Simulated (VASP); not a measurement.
GeMo2, 3 atoms in the cell. Symmetry: Fm-3m, No. 225, cubic system. Conventional cell: a = 6.021 Å, b = 6.021 Å, c = 6.021 Å, α = 90.00°, β = 90.00°, γ = 90.00°. Within 3.4 Å of Ge (site symmetry m-3m) lie 8 Mo at 2.61 Å. Mo (site symmetry -43m) has 4 Ge at 2.61 Å and 6 Mo at 3.01 Å within 3.4 Å. 

| Quantity | Value |
| --- | --- |
| Program | VASP 6.6.1 |
| Task | single point |
| Functional | PBE |
| Potentials or basis | VASP PAW PBE potentials, release 64 (Ge_d, Mo_sv) |
| Cutoff | 520 eV |
| k mesh | 6 × 6 × 6 |
| Occupations | gaussian, width 0.1 eV |
| Spin | no spin polarisation |
| Dipole correction | no |
| Further INCAR settings | ALGO = Fast; EDIFF = 1e-07; NBANDS = 28 |

Potentials or basis: VASP PAW PBE potentials, release 64 (Ge_d, Mo_sv).

Command:

```bash
$ cat potpaw_PBE.64/Ge_d/POTCAR potpaw_PBE.64/Mo_sv/POTCAR > POTCAR
$ mpirun -np 1 vasp_std > vasp.out
```

Hardware: 1 thread of AMD EPYC 7R43 64-Core Processor (Zen 3), with other jobs on the host.

Question: How long does it take, and how much memory?

Answer: Run time: 36 s on 1 thread of AMD EPYC 7R43 64-Core Processor (Zen 3) (shared host), peak memory 0.15 GiB. Counts: scf iterations 18, k points 16.
